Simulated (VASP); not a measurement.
## TiO2: single point with PBEsol+U

TiO2:

```xyz
6
Lattice="4.5910 0.0000 0.0000 0.0000 4.5910 0.0000 0.0000 0.0000 2.9486" Properties=species:S:1:pos:R:3 pbc="T T T"
Ti    0.0000    0.0000    1.4743
Ti    2.2955    2.2955    0.0000
O     1.3984    1.3984    1.4743
O     0.8971    3.6939    0.0000
O     3.6939    0.8971    0.0000
O     3.1926    3.1926    1.4743
```

```
Program                : VASP 6.6.1
Task                   : single point
Functional             : PBEsol
Potentials or basis    : VASP PAW PBE potentials, release 64 (Ti_sv, O)
Cutoff                 : 520 eV
k mesh                 : 6 × 6 × 9
Occupations            : fermi-dirac, width 0.05 eV
Spin                   : no spin polarisation
Hubbard terms          : Ti d U = 1.0 eV
Dipole correction      : no
Further INCAR settings : ALGO = Normal; EDIFF = 1e-07; NBANDS = 33
```

```
Pressure               : 1.7 GPa
Largest force          : 0.058 eV/Å
Band gap on the k mesh : 1.95 eV
```

Forces in eV/Å, atoms in the order of the input:
```
Ti   0.000  0.000  0.000
Ti   0.000  0.000  0.000
O   -0.041 -0.041  0.000
O    0.041 -0.041  0.000
O   -0.041  0.041  0.000
O    0.041  0.041  0.000
```

Stress tensor (GPa, compression positive):
```
1.53 0.00 0.00
0.00 1.53 0.00
0.00 0.00 2.07
```

Levels at points of the mesh, in eV from the valence-band top:
| k point | band 20 | band 21 | band 22 | band 23 | band 24 | band 25 | band 26 | band 27 | band 28 | band 29 |
| --- | --- | --- | --- | --- | --- | --- | --- | --- | --- | --- |
| (0.00, 0.00, 0.00) | -2.03 | -0.72 | -0.47 | -0.47 | 0.00 | 1.95 | 2.22 | 2.52 | 2.61 | 2.61 |
| (0.50, 0.00, 0.00) | -3.11 | -1.67 | -1.67 | -0.77 | -0.77 | 2.62 | 2.62 | 3.14 | 3.14 | 3.69 |
| (0.50, 0.50, 0.00) | -2.22 | -1.34 | -1.34 | -1.11 | -1.11 | 1.98 | 1.98 | 2.63 | 2.63 | 3.96 |

Eigenvalues of the final occupation matrices:
```csv
site,spin,trace,eigenvalues
site 1 d,1,0.86,0.10 0.12 0.12 0.25 0.28
site 1 d,2,0.86,0.10 0.12 0.12 0.25 0.28
site 2 d,1,0.86,0.10 0.12 0.12 0.25 0.28
site 2 d,2,0.86,0.10 0.12 0.12 0.25 0.28
```

Run time: 45 s on 1 thread of Intel(R) Xeon(R) 6975P-C (Granite Rapids), with other jobs on the host, peak memory 0.22 GiB.

Caveat: the PAW data sets were made with another functional, which shifts forces and pressure a little; an odd mesh through Γ misses points on the zone boundary, where band edges can lie.
